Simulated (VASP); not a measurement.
## RbBr: single point with PBEsol

The system is RbBr.

```
CELL_PARAMETERS angstrom
4.12608 0.00000 0.00000
0.00000 4.12608 0.00000
0.00000 0.00000 4.12608
ATOMIC_POSITIONS crystal
Rb 0.94859 0.94859 0.00000
Br 0.50000 0.50000 0.50000
```

This cell differs from its parent crystal: atom 1 (Rb) moved by (-0.300, +0.000) A along [1 1 0] and z.

- Program: VASP 6.6.1
- Task: single point
- Functional: PBEsol
- Potentials or basis: VASP PAW PBE potentials, release 64 (Rb_sv, Br)
- Cutoff: 520 eV
- k mesh: 6 × 6 × 6
- Occupations: gaussian, width 0.05 eV
- Spin: no spin polarisation

The pressure is -0.1 GPa. The largest force is 0.241 eV/Å. The band gap on the k mesh is 3.95 eV (least direct gap 4.08 eV).

Forces in eV/Å, atoms in the order of the input:
```
Rb   0.171  0.171  0.000
Br  -0.171 -0.171  0.000
```

Stress tensor (GPa, compression positive):
```
-0.14  0.44  0.00
 0.44 -0.14  0.00
 0.00  0.00 -0.04
```

Levels at points of the mesh, in eV from the valence-band top:
```tsv
k point	band 5	band 6	band 7	band 8	band 9	band 10	band 11	band 12
(0.00, 0.00, 0.00)	-8.96	-0.17	-0.14	-0.14	3.95	5.53	5.64	9.91
(0.50, 0.00, 0.00)	-8.91	-1.72	-0.23	-0.19	6.72	6.95	7.57	8.48
(0.00, 0.00, 0.50)	-8.91	-1.72	-0.22	-0.20	6.75	6.90	7.48	8.20
(0.50, 0.50, 0.00)	-8.88	-1.05	-1.04	-0.02	5.25	6.14	7.93	8.03
(0.00, 0.50, 0.50)	-8.88	-1.05	-1.04	0.00	5.25	6.20	7.96	7.99
(0.50, 0.50, 0.50)	-9.19	-1.34	-1.31	-1.30	7.85	7.88	8.13	9.34
```

It took 55 s on 1 thread of Intel Xeon 8259CL, on a shared host, peak memory 0.21 GiB.

Caveat: the cell differs from its parent crystal (atom 1 (Rb) moved by (-0.300, +0.000) A along [1 1 0] and z); the PAW data sets were made with another functional, which shifts forces and pressure a little. A k mesh can miss the band edges.
